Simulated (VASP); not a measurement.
Wanted: the native input for a VASP 6.6.1 run.

* Task: single point
* Functional: RPBE
* Potentials or basis: VASP PAW PBE potentials, release 64 (Se)
* Cutoff: 520 eV
* k mesh: 9 × 9 × 10
* Occupations: fermi-dirac, width 0.1 eV
* Spin: no spin polarisation
* Dipole correction: no
* Further INCAR settings: ALGO = Normal; EDIFF = 1e-07; NBANDS = 16

The structure of Se lies in POSCAR:

```
Se
1.0
    4.7097166520      0.0000000000      0.0000000000
   -2.3548583260      4.0787342653      0.0000000000
    0.0000000000      0.0000000000      3.4560259738
Se
3
Direct
    1.0000000000      0.0000000000      0.0000000000
    0.3333333333      0.6666666667      0.5000000000
    0.6666666667      0.3333333333      0.5000000000
```

This isn't the form of Se at room conditions, which is trigonal, of chains.

One way to write it, as run:

INCAR

```
SYSTEM = Se
  PREC = Accurate
  ENCUT = 520
  EDIFF = 1E-7
  ISMEAR = -1
  SIGMA = 0.1
  LREAL = .FALSE.
  LASPH = .TRUE.
  NELM = 60
  ALGO = Normal
  ISIF = 2
  LWAVE = .FALSE.
  LCHARG = .FALSE.
  GGA = RP
  NBANDS = 16
```

KPOINTS

```
Automatic mesh
0
G
  9 9 10
  0 0 0
```

Potentials or basis: VASP PAW PBE potentials, release 64 (Se).

The run is started by

```sh
$ cat potpaw_PBE.64/Se/POTCAR > POTCAR
$ mpirun -np 1 vasp_std > vasp.out
```

Results of the run:

```yaml
Pressure: -0.1 GPa
Band_gap_on_the_k_mesh: zero (bands 9 and 10 overlap by 2.85 eV)
```

Caveat: the PAW data sets were made with another functional, which shifts forces and pressure a little.

Run time: 30 s on 1 thread of Intel(R) Xeon(R) 6975P-C (Granite Rapids), on a shared host, peak memory 0.2 GiB.
